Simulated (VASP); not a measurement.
**Sn3Se: single point with PBE**

The system is Sn3Se.

```
Sn Se
1.0
     4.74188    0.00000    0.00000
     0.00000    4.74188    0.00000
     0.00000    0.00000    4.74188
Sn Se
3 1
Direct
  0.00000 0.50000 0.50000
  0.50000 0.00000 0.50000
  0.50000 0.50000 0.00000
  0.00000 0.00000 0.00000
```

| Quantity | Value |
| --- | --- |
| Program | VASP 6.6.1 |
| Task | single point |
| Functional | PBE |
| Potentials or basis | VASP PAW PBE potentials, release 64 (Sn_d, Se) |
| Cutoff | 520 eV |
| k mesh | 5 × 5 × 5 |
| Occupations | methfessel-paxton, width 0.1 eV |
| Spin | no spin polarisation |
| Dipole correction | no |
| Further INCAR settings | ALGO = Normal; EDIFF = 1e-06; NBANDS = 32 |

- Pressure: 0.7 GPa
- Band gap on the k mesh: zero (band 24 reaches 8.33 eV, above the bottom of band 25 at 6.83 eV)

Levels at points of the mesh, in eV from the Fermi level:
| k point | band 20 | band 21 | band 22 | band 23 | band 24 | band 25 | band 26 | band 27 | band 28 | band 29 |
| --- | --- | --- | --- | --- | --- | --- | --- | --- | --- | --- |
| (0.00, 0.00, 0.00) | -4.25 | -4.25 | -4.25 | 0.02 | 0.02 | 0.02 | 2.32 | 2.32 | 2.32 | 4.27 |

Run time: 46 s on 1 thread of Intel Xeon 8259CL, on a shared host, peak memory 0.21 GiB.

Caveat: spin-orbit coupling is left out, which moves the levels of the heavy elements.
